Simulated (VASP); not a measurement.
# In2O (antifluorite type) (Fm-3m) in VASP: further runs

Runs on In2O (antifluorite type). Level: PBE. Tasks: single point.

All numbers are computed with VASP 6.6.1; they aren't measurements. Logs are shortened: lines on timing, memory, paths and dates and some standing lists are left out, and cuts for length are marked.

## (1) The cell of the first run

It takes space group Fm-3m (No. 225, cubic). The conventional cell has a = 6.325 Å, b = 6.325 Å, c = 6.325 Å, α = 90.00°, β = 90.00°, γ = 90.00°. Within 3.6 Å of In (site symmetry -43m) lie 4 O at 2.74 Å and 6 In at 3.16 Å. O (site symmetry m-3m) has 8 In at 2.74 Å within 3.6 Å.

## (2) Single point, PBE

INCAR reads:

```
SYSTEM = In2O
ALGO = Normal ; EDIFF = 1E-6
ENCUT = 520 ; GGA = PE
ISIF = 2 ; ISMEAR = -1
LASPH = .True. ; LCHARG = .True.
LELF = .True. ; LREAL = .False.
LVHAR = .True. ; LWAVE = .False.
NBANDS = 23 ; NELM = 60
PREC = Accurate ; SIGMA = 0.06122561905347299
```

KPOINTS reads:

```
k-points
0
Gamma
  10 10 10
  0 0 0
```

POSCAR reads:

```
In2O
1.0
    0.0000000000      3.1625366918      3.1625366918
    3.1625366918      0.0000000000      3.1625366918
    3.1625366918      3.1625366918      0.0000000000
In O
2 1
Direct
    0.2500000000      0.2500000000      0.2500000000
    0.7500000000      0.7500000000      0.7500000000
    0.0000000000      0.0000000000      0.0000000000
```

Potentials or basis: VASP PAW PBE potentials, release 64 (In_d, O).

On the command line:

```
cat potpaw_PBE.64/In_d/POTCAR potpaw_PBE.64/O/POTCAR > POTCAR
mpirun -np 1 vasp_std > vasp.out
```

OUTCAR:

```text
SYSTEM = In2O
   EDIFF = 1E-6
   ENCUT = 520
   GGA = PE
   ISIF = 2
   ISMEAR = -1
   LASPH = .True.
   LREAL = .False.
   NELM = 60
   PREC = Accurate

 ion  position               nearest neighbor table
   1  0.250  0.250  0.250-   3 2.74   3 2.74   3 2.74   3 2.74   2 3.16   2 3.16   2 3.16   2 3.16
                             2 3.16   2 3.16
   2  0.750  0.750  0.750-   3 2.74   3 2.74   3 2.74   3 2.74   1 3.16   1 3.16   1 3.16   1 3.16
                             1 3.16   1 3.16
   3  0.000  0.000  0.000-   1 2.74   2 2.74   2 2.74   2 2.74   2 2.74   1 2.74   1 2.74   1 2.74

  LATTYP: Found a face centered cubic cell.
 ALAT       =     6.3250733836

  Lattice vectors:

 A1 = (   0.0000000000,   3.1625366918,   3.1625366918)
 A2 = (   3.1625366918,   0.0000000000,   3.1625366918)
 A3 = (   3.1625366918,   3.1625366918,   0.0000000000)

Analysis of symmetry for initial positions (statically):
=====================================================================
 Subroutine PRICEL returns:
 Original cell was already a primitive cell.

 Routine SETGRP: Setting up the symmetry group for a
 face centered cubic supercell.

 Subroutine GETGRP returns: Found 48 space group operations
 (whereof 48 operations were pure point group operations)
 out of a pool of 48 trial point group operations.

The static configuration has the point symmetry O_h .

Analysis of symmetry for dynamics (positions and initial velocities):
=====================================================================
 Subroutine PRICEL returns:
 Original cell was already a primitive cell.

 Routine SETGRP: Setting up the symmetry group for a
 face centered cubic supercell.

 Subroutine GETGRP returns: Found 48 space group operations
 (whereof 48 operations were pure point group operations)
 out of a pool of 48 trial point group operations.

The dynamic configuration has the point symmetry O_h .

 Subroutine INISYM returns: Found 48 space group operations
 (whereof 48 operations are pure point group operations),
 and found     1 'primitive' translations

----------------------------------------------------------------------------------------

                                     Primitive cell

  volume of cell :      63.2611

  direct lattice vectors                    reciprocal lattice vectors
     0.000000000  3.162536692  3.162536692    -0.158100932  0.158100932  0.158100932
     3.162536692  0.000000000  3.162536692     0.158100932 -0.158100932  0.158100932
     3.162536692  3.162536692  0.000000000     0.158100932  0.158100932 -0.158100932

  length of vectors
     4.472502281  4.472502281  4.472502281     0.273838848  0.273838848  0.273838848

  position of ions in fractional coordinates (direct lattice)
     0.250000000  0.250000000  0.250000000
     0.750000000  0.750000000  0.750000000
     0.000000000  0.000000000  0.000000000

  ion indices of the primitive-cell ions
   primitive index   ion index
                 1           1
                 2           2
                 3           3

----------------------------------------------------------------------------------------

 KPOINTS: k-points

Automatic generation of k-mesh.
 Grid dimensions read from file:
 generate k-points for:   10   10   10

 Generating k-lattice:

  Cartesian coordinates                     Fractional coordinates (reciprocal lattice)
    -0.015810093  0.015810093  0.015810093     0.100000000  0.000000000  0.000000000
     0.015810093 -0.015810093  0.015810093     0.000000000  0.100000000  0.000000000
     0.015810093  0.015810093 -0.015810093     0.000000000  0.000000000  0.100000000

  Length of vectors
     0.027383885  0.027383885  0.027383885

  Shift w.r.t. Gamma in fractional coordinates (k-lattice)
     0.000000000  0.000000000  0.000000000

 Subroutine IBZKPT returns following result:
 ===========================================

 Found     47 irreducible k-points:

 Following reciprocal coordinates:
            Coordinates               Weight
  0.000000  0.000000  0.000000      1.000000
  0.100000  0.000000  0.000000      8.000000
  0.200000  0.000000  0.000000      8.000000
  0.300000  0.000000  0.000000      8.000000
  0.400000  0.000000  0.000000      8.000000
  0.500000  0.000000  0.000000      4.000000
[... 16 lines left out ...]
  0.300000  0.300000  0.000000      6.000000
  0.400000  0.300000  0.000000     24.000000
 [... further k-points ...]
   k-points           NKPTS =     47   k-points in BZ     NKDIM =     47   number of bands    NBANDS=     23
   number of dos      NEDOS =    301   number of ions     NIONS =      3
   total plane-waves  NPLWV =  46656
   dimension x,y,z NGX =    36 NGY =   36 NGZ =   36
   dimension x,y,z NGXF=    72 NGYF=   72 NGZF=   72
   ions per type =               2   1
   NGX,Y,Z   is equivalent  to a cutoff of  13.38, 13.38, 13.38 a.u.
   NGXF,Y,Z  is equivalent  to a cutoff of  26.76, 26.76, 26.76 a.u.
 SYSTEM =  In2O
   PREC   = accura    normal or accurate (medium, high low for compatibility)
   ISTART =      0    job   : 0-new  1-cont  2-samecut
   ICHARG =      2    charge: 1-file 2-atom 10-const
   ISPIN  =      1    spin polarized calculation?
   LNONCOLLINEAR =      F non collinear calculations
   LSORBIT =      F    spin-orbit coupling
   LASPH  =      T    aspherical Exc in radial PAW
   ENCUT  =  520.0 eV  38.22 Ry    6.18 a.u.   8.32  8.32  8.32*2*pi/ulx,y,z
   NELM   =     60;   NELMIN=  2; NELMDL= -5     # of ELM steps
   EDIFF  = 0.1E-05   stopping-criterion for ELM
   LREAL  =      F    real-space projection
   EDIFFG = 0.1E-04   stopping-criterion for IOM
   NSW    =      0    number of steps for IOM
   IBRION =     -1    ionic relax: 0-MD 1-quasi-New 2-CG
   NFREE  =      0    steps in history (QN), initial steepest desc. (CG)
   ISIF   =      2    stress and relaxation
   ISYM   =      2    0-nonsym 1-usesym 2-fastsym
   POTIM  = 0.5000    time-step for ionic-motion
   TEBEG  =    0.0;   TEEND  =   0.0 temperature during run
   PSTRESS=    0.0 pullay stress
   NELECT =      32.0000    total number of electrons
   NUPDOWN=      -1.0000    fix difference up-down
   EMIN   =  10.00;   EMAX   =-10.00  energy-range for DOS
   EFERMI =   0.00;   METHOD = LEGACY
   ISMEAR =    -1;   SIGMA  =   0.06  broadening in eV -4-tet -1-fermi 0-gaus
   EFERMI_NEDOS =   21; number of points for ismear=-14 and -15
   IALGO  =     38    algorithm
   IMIX   =      4    mixing-type and parameters
     AMIX     =   0.40;   BMIX     =  1.00
     AMIX_MAG =   1.60;   BMIX_MAG =  1.00
  volume/ion in A,a.u.               =      21.09       142.30
  Fermi-wavevector in a.u.,A,eV,Ry     =   1.304405  2.464969 23.149951  1.701473
  Thomas-Fermi vector in A             =   2.435343
   LORBIT       =      0    0 simple, 1 ext, 2 COOP (PROOUT), +10 PAW based schemes
   GGA     = PE    functional components
   LHFCALC =     F    Hartree Fock is set to
   AEXX    =    0.0000 exact exchange contribution
   IVDW    =     0    specifies the selected vdW correction
   LEPSILON=     F    determine dielectric tensor
   LRPA    =     F    only Hartree local field effects (RPA)
 non-spin polarized calculation
  energy-cutoff  :      520.00
  volume of cell :       63.26
 maximum number of plane-waves:      1724
 NGX is ok and might be reduce to    36
   NGX = 17   NGY = 17   NGZ = 17

 number of electron      32.0000012 magnetization

 Free energy of the ion-electron system (eV)
  ---------------------------------------------------
  ext. energy  EPLUGINS =         0.00000000
  ---------------------------------------------------
  free energy    TOTEN  =       -10.59481711 eV

  energy without entropy =      -10.58012370  energy(sigma->0) =      -10.58747040

 E-fermi :   6.1885     XC(G=0): -10.0242

 val. band max:        6.1716635156   @ k =  -0.4000   0.5000   0.1000
 cond. band min:       6.2338129643   @ k =   0.5000   0.5000   0.0000
 fundamental gap:      0.0621494488
 Fermi energy:         6.1885331930

 k-point     1 :       0.0000    0.0000    0.0000
  band No.  band energies     occupation
      1     -10.9620      2.00000
      2      -8.4878      2.00000
      3      -8.4878      2.00000
      4      -8.2947      2.00000
      5      -8.2947      2.00000
      6      -8.2947      2.00000
[... 15 lines left out ...]
     22      13.0001      0.00000
     23      15.2339      0.00000

 k-point     2 :       0.1000    0.0000    0.0000
  band No.  band energies     occupation
      1     -10.9578      2.00000
      2      -8.4721      2.00000
      3      -8.4721      2.00000
      4      -8.2843      2.00000
      5      -8.2843      2.00000
      6      -8.2720      2.00000
[... 15 lines left out ...]
     22      12.6682      0.00000
     23      15.9250      0.00000

 k-point     3 :       0.2000    0.0000    0.0000
  band No.  band energies     occupation
      1     -10.9466      2.00000
      2      -8.4260      2.00000
      3      -8.4260      2.00000
      4      -8.2546      2.00000
      5      -8.2546      2.00000
      6      -8.2122      2.00000
[... 15 lines left out ...]
     22      12.5923      0.00000
     23      16.3678      0.00000

 k-point     4 :       0.3000    0.0000    0.0000
  band No.  band energies     occupation
      1     -10.9335      2.00000
      2      -8.3528      2.00000
      3      -8.3528      2.00000
      4      -8.2098      2.00000
      5      -8.2098      2.00000
      6      -8.1437      2.00000
[... 15 lines left out ...]
     22      12.9231      0.00000
     23      16.5490      0.00000

 k-point     5 :       0.4000    0.0000    0.0000
  band No.  band energies     occupation
      1     -10.9233      2.00000
      2      -8.2585      2.00000
      3      -8.2585      2.00000
      4      -8.1570      2.00000
      5      -8.1570      2.00000
      6      -8.1082      2.00000
[... 15 lines left out ...]
     22      12.7696      0.00000
     23      17.3603      0.00000

 k-point     6 :       0.5000    0.0000    0.0000
  band No.  band energies     occupation
      1     -10.9196      2.00000
      2      -8.1573      2.00000
      3      -8.1573      2.00000
      4      -8.1512      2.00000
      5      -8.1512      2.00000
      6      -8.1030      2.00000
[... 15 lines left out ...]
     22      12.6040      0.00000
     23      17.5168      0.00000

 k-point     7 :       0.1000    0.1000    0.0000
  band No.  band energies     occupation
      1     -10.9564      2.00000
      2      -8.4845      2.00000
      3      -8.4503      2.00000
      4      -8.2794      2.00000
      5      -8.2735      2.00000
      6      -8.2735      2.00000
[... 353 lines left out ...]
     22      14.9516      0.00000
     23      16.0375      0.00000

 k-point    21 :      -0.3000    0.2000    0.0000
  band No.  band energies     occupation
      1     -10.9210      2.00000
      2      -8.3623      2.00000
      3      -8.1894      2.00000
      4      -8.1607      2.00000
      5      -8.1444      2.00000
      6      -8.1348      2.00000
[... 15 lines left out ...]
     22      15.2087      0.00000
     23      15.7606      0.00000

 k-point    22 :      -0.2000    0.2000    0.0000
  band No.  band energies     occupation
      1     -10.9298      2.00000
      2      -8.4068      2.00000
      3      -8.2684      2.00000
      4      -8.2233      2.00000
      5      -8.1505      2.00000
      6      -8.1495      2.00000
[... 15 lines left out ...]
     22      15.1134      0.00000
     23      15.3142      0.00000

 k-point    23 :       0.3000    0.3000    0.0000
  band No.  band energies     occupation
      1     -10.9273      2.00000
      2      -8.4654      2.00000
      3      -8.2375      2.00000
      4      -8.1754      2.00000
      5      -8.1456      2.00000
      6      -8.1456      2.00000
[... 15 lines left out ...]
     22      14.9894      0.00000
     23      14.9894      0.00000

 k-point    24 :       0.4000    0.3000    0.0000
  band No.  band energies     occupation
      1     -10.9205      2.00000
      2      -8.4459      2.00000
      3      -8.1810      2.00000
      4      -8.1761      2.00000
      5      -8.1572      2.00000
      6      -8.1095      2.00000
[... 15 lines left out ...]
     22      14.8660      0.00000
     23      15.7607      0.00000

 [... further k-points ...]
[... 5 lines left out ...]
  --------------------------------------------------------------------------------------
  -------------------------------------------------------------------------------------
  Total        0.7786590      0.7786590      0.7786590     -0.0000000      0.0000000      0.0000000
  in kB       19.7206485     19.7206485     19.7206485     -0.0000000      0.0000000      0.0000000
  external PRESSURE =      19.7206485 kB  Pullay stress =       0.0000000 kB

 VOLUME and BASIS-vectors are now :
 -----------------------------------------------------------------------------
  energy-cutoff  :      520.00
  volume of cell :       63.26
      direct lattice vectors                 reciprocal lattice vectors
     0.000000000  3.162536692  3.162536692    -0.158100932  0.158100932  0.158100932
     3.162536692  0.000000000  3.162536692     0.158100932 -0.158100932  0.158100932
     3.162536692  3.162536692  0.000000000     0.158100932  0.158100932 -0.158100932

 POSITION                                       TOTAL-FORCE (eV/Angst)
 -----------------------------------------------------------------------------------
      1.58127      1.58127      1.58127        -0.000000     -0.000000      0.000000
      4.74381      4.74381      4.74381         0.000000      0.000000     -0.000000
      0.00000      0.00000      0.00000         0.000000     -0.000000      0.000000
 -----------------------------------------------------------------------------------
    total drift:                                0.000000      0.000000      0.000000

  FREE ENERGIE OF THE ION-ELECTRON SYSTEM (eV)
  ---------------------------------------------------
  free  energy   TOTEN  =       -10.5948171057 eV

  energy  without entropy=      -10.5801237027  energy(sigma->0) =      -10.58747040
```

It took 2.4 min on 1 thread of Intel Xeon 8259CL, shared host; peak memory 0.23 GiB.

What came out:

```
Free energy            : -10.5948 eV
Pressure               : 2.0 GPa
Band gap on the k mesh : zero (bands 16 and 17 overlap by 2.09 eV)
```

Caveat: spin-orbit coupling is left out, which moves the levels of the heavy elements.

## (3) Single point, PBE

INCAR reads:

```
ALGO = Normal ; EDIFF = 1E-7
ENCUT = 520 ; GGA = PE
ISIF = 2 ; ISMEAR = -1
LASPH = T ; LCHARG = F
LREAL = F ; LWAVE = F
NBANDS = 23 ; NELM = 60
PREC = Accurate ; SIGMA = 0.06122561905347299
```

KPOINTS reads:

```
k-points
0
Gamma
  10 10 10
```

POSCAR is that of step 2.

Potentials or basis: VASP PAW PBE potentials, release 64 (In_d, O).

On the command line:

```
cat potpaw_PBE.64/In_d/POTCAR potpaw_PBE.64/O/POTCAR > POTCAR
mpirun -np 1 vasp_std > vasp.out
```

Run time: 2.5 min. Hardware: 1 thread of Intel Xeon 8259CL, shared host; peak memory 0.23 GiB.

Results (log left out):

```yaml
Free_energy: -10.5948 eV
Pressure: 2.0 GPa
Band_gap_on_the_k_mesh: zero (bands 16 and 17 overlap by 2.09 eV)
```

Levels at points of the mesh, in eV from the Fermi level:
```
           k point  band 12  band 13  band 14  band 15  band 16  band 17  band 18  band 19  band 20  band 21
(0.00, 0.00, 0.00)    -6.97    -2.54    -2.54    -2.54     1.87     1.93     1.93     1.93     6.81     6.81
(0.50, 0.00, 0.00)    -6.50    -4.43    -2.89    -2.89    -0.03     2.82     2.82     3.88     5.18     5.18
(0.50, 0.50, 0.00)    -6.26    -3.68    -3.68    -1.95    -1.66     0.05     2.52     2.52     6.70     9.31
```

Caveat: spin-orbit coupling is left out, which moves the levels of the heavy elements.

## (4) Single point, PBE

This run uses another cell than the first one, of 21.53 Å³/atom.

INCAR reads:

```
SYSTEM = In2O
  PREC = Accurate
  ENCUT = 520
  EDIFF = 1E-6
  ISMEAR = -1
  SIGMA = 0.06122561905347299
  LREAL = .FALSE.
  LASPH = .TRUE.
  NELM = 80
  ALGO = Normal
  ISIF = 2
  LWAVE = .FALSE.
  LCHARG = .TRUE.
  GGA = PE
  LELF = .TRUE.
  LVHAR = .TRUE.
  NBANDS = 23
```

KPOINTS reads:

```
Automatic mesh
0
G
  10 10 10
  0 0 0
```

POSCAR reads:

```
In2O
1.0
    0.0000000000      3.1843479789      3.1843479789
    3.1843479789      0.0000000000      3.1843479789
    3.1843479789      3.1843479789      0.0000000000
In O
2 1
Direct
    0.2500000000      0.2500000000      0.2500000000
    0.7500000000      0.7500000000      0.7500000000
    0.0000000000      0.0000000000      0.0000000000
```

On the command line:

```
cat potpaw_PBE.64/In_d/POTCAR potpaw_PBE.64/O/POTCAR > POTCAR
mpirun -np 1 vasp_std > vasp.out
```

Run time: 2.3 min. Hardware: 1 thread of Intel Xeon 8259CL, shared host; peak memory 0.24 GiB.

The run converged. Its results:

```
Free energy            : -10.6074 eV
Pressure               : 0.9 GPa
Band gap on the k mesh : zero (bands 16 and 17 overlap by 1.94 eV)
```

Levels at points of the mesh, in eV from the Fermi level:
```tsv
k point	band 13	band 14	band 15	band 16	band 17	band 18	band 19	band 20
(0.00, 0.00, 0.00)	-2.45	-2.45	-2.45	1.71	1.94	1.94	1.94	6.76
(0.50, 0.00, 0.00)	-4.39	-2.79	-2.79	-0.02	2.82	2.82	3.83	5.12
(0.50, 0.50, 0.00)	-3.57	-3.57	-1.98	-1.58	0.04	2.50	2.50	6.65
```

Caveat: spin-orbit coupling is left out, which moves the levels of the heavy elements.

[end of part 1 of 2]
